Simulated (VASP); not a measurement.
Crystal: TaH4.

```
Ta H
1.0
    -2.56885    2.56885    1.58985
     2.56885   -2.56885    1.58985
     2.56885    2.56885   -1.58985
Ta H
1 4
Cartesian
  0.0000 0.0000 0.0000
  1.0275 3.0826 0.0000
  0.5138 1.5413 1.5898
  1.5413 -0.5138 1.5898
  2.0551 1.0275 0.0000
```

The cell was built from a structure type or drawn by symmetry, and may not be a known phase.

| Item | Value |
| --- | --- |
| Program | VASP 6.6.1 |
| Task | relaxation of cell and atoms |
| Functional | PBE |
| Potentials or basis | VASP PAW PBE potentials, release 64 (Ta_pv, H) |
| Cutoff | 500 eV |
| k mesh | 4 × 4 × 4 |
| Occupations | gaussian, width 0.15 eV |
| Spin | no spin polarisation |

At the start: pressure -31.3 GPa; volume 8.39 Å³/atom.

How do energy, volume and symmetry change on relaxing?

Over 8 steps the energy falls by 319.2 meV/atom and the volume is 6.00 Å³/atom (-28.5 %); space group I4/m (No. 87, to 0.1 Å) before and after.

The path:
| step | energy change (eV) | largest force (eV/Å) | pressure (GPa) | volume (Å³) |
| --- | --- | --- | --- | --- |
| 1 | 0.0000 | 0.6764 | -31.31 | 41.97 |
| 2 | -1.4555 | 0.2641 | -11.74 | 32.76 |
| 3 | -1.5417 | 0.1238 | -1.78 | 30.76 |
| 4 | -1.5423 | 0.1135 | -0.54 | 30.55 |
| 5 | -1.5808 | 0.1045 | -0.23 | 30.24 |
| 6 | -1.5939 | 0.0887 | 0.65 | 29.88 |
| 7 | -1.5940 | 0.0911 | 0.55 | 29.92 |
| 8 | -1.5960 | 0.0680 | 0.02 | 30.02 |

Final structure:
```xyz
5
Lattice="-2.2792 2.2792 1.4447 2.2792 -2.2792 1.4447 2.2792 2.2792 -1.4447" Properties=species:S:1:pos:R:3 pbc="T T T"
Ta    0.0000    0.0000    0.0000
H     0.9486    2.7706    0.0000
H     0.4915    1.3306    1.4447
H     1.3306   -0.4915    1.4447
H     1.7877    0.9486    0.0000
```

Caveat: the k points lie up to 0.64 Å⁻¹ apart in the final cell, too coarse for converged energies and pressures of a metal; the volume moved by over 15 % at a fixed basis, so the end points are rough; the relaxation stopped at a loose force limit of 0.08 eV/Å, so its end isn't a converged minimum.
